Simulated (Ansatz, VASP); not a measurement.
**Two plane-wave programs on Sb**

File POSCAR:

```
Sb
1.0
    3.3545324186      0.0000000000      0.0000000000
   -1.6772662093      2.9051102923      0.0000000000
    0.0000000000      0.0000000000      5.4701606500
Sb
2
Direct
    0.6666666667      0.3333333333      0.7500000000
    0.3333333333      0.6666666667      0.2500000000
```

Contents of INCAR.step1:

```
SYSTEM = Sb
PREC     = Accurate       ! precision mode
ENCUT    = 600            ! plane-wave cutoff, eV
EDIFF    = 1E-5           ! SCF threshold, eV
ISMEAR   = -1             ! smearing method
SIGMA    = 0.05           ! smearing width, eV
LREAL    = .False.        ! projectors in reciprocal space
LASPH    = .True.         ! aspherical terms in the spheres
NELM     = 100            ! most SCF steps
ALGO     = Normal         ! electronic algorithm
LWAVE    = .True.         ! write WAVECAR
LCHARG   = .False.        ! write CHGCAR
GGA      = PE             ! functional
NBANDS   = 12             ! bands
```

Contents of INCAR.step2:

```
SYSTEM = Sb
PREC     = Accurate       ! precision mode
ENCUT    = 600            ! plane-wave cutoff, eV
EDIFF    = 1E-7           ! SCF threshold, eV
ISMEAR   = -1             ! smearing method
SIGMA    = 0.05           ! smearing width, eV
LREAL    = .False.        ! projectors in reciprocal space
LASPH    = .True.         ! aspherical terms in the spheres
NELM     = 100            ! most SCF steps
ALGO     = Normal         ! electronic algorithm
ISIF     = 3              ! what is computed and relaxed
LWAVE    = .False.        ! write WAVECAR
LCHARG   = .False.        ! write CHGCAR
GGA      = PE             ! functional
LHFCALC  = .True.         ! exact exchange
AEXX     = 0.25           ! exact-exchange fraction
PRECFOCK = Normal       
IBRION   = 2              ! ionic algorithm
NSW      = 60             ! ionic steps
EDIFFG   = -0.01          ! ionic threshold
ISTART   = 1
```

Contents of KPOINTS:

```
Automatic mesh
0
Gamma
  5 5 3
  0 0 0
```

input

```
crystal:
  lattice:
    - [3.3545324186, 0.0, 0.0]
    - [-1.6772662093, 2.9051102923, 0.0]
    - [0.0, 0.0, 5.47016065]
  atoms:
    - { symbol: Sb, position: [0.6666666667, 0.3333333333, 0.75] }
    - { symbol: Sb, position: [0.3333333333, 0.6666666667, 0.25] }
hamiltonian:
  xc: pbe0
  pseudopotentials: { kind: paw }
kpoints:
  mp_grid: { grid: [5, 5, 3] }
scf:
  occupations: { method: fermi_dirac, width: 0.05 }
output:
  forces: true
  stress: true
  eigenvalues: true
  write_density: true
  write_potential: true
  elf: true
  volumetric_format: npy
relax:
  f_tol: 0.01
  max_steps: 40
  cell: { stress_tol: 0.05 }
```

Alike in both runs: task relaxation of cell and atoms; functional PBE0; k mesh 5 × 5 × 3; occupations fermi-dirac, width 0.05 eV; no spin polarisation.

```csv
,VASP,Ansatz
version,VASP 6.6.1,Ansatz 0.2.0
potentials or method,"VASP PAW PBE potentials, release 64 (Sb)",Ansatz PAW
plane-wave cutoff (eV),600,420
valence electrons in the cell,10,30
```

Ansatz gave:

* gap on the k mesh at the Fermi level, each at its own relaxed structure (eV): none
* relaxed volume (Å³/atom): 25.80
* relaxed cell length with the largest relative difference (Å): 3.286

Question: What did VASP give for the same quantities?

Answer: gap on the k mesh at the Fermi level, each at its own relaxed structure (eV): none; relaxed volume (Å³/atom): 25.37; relaxed cell length with the largest relative difference (Å): 3.267.

A gap of «none» marks a metal or a gap that the smearing closes. VASP's potentials hold 10 valence electrons a cell and Ansatz's 30, so a difference there can come from the potentials and not from the codes.

The k mesh is coarse, so the values compare programs but aren't converged. Neither program's run includes spin-orbit coupling. Noted on Ansatz's run: the plane-wave basis is chosen anew once the cell has moved, so the energies of steps on either side of that aren't comparable.
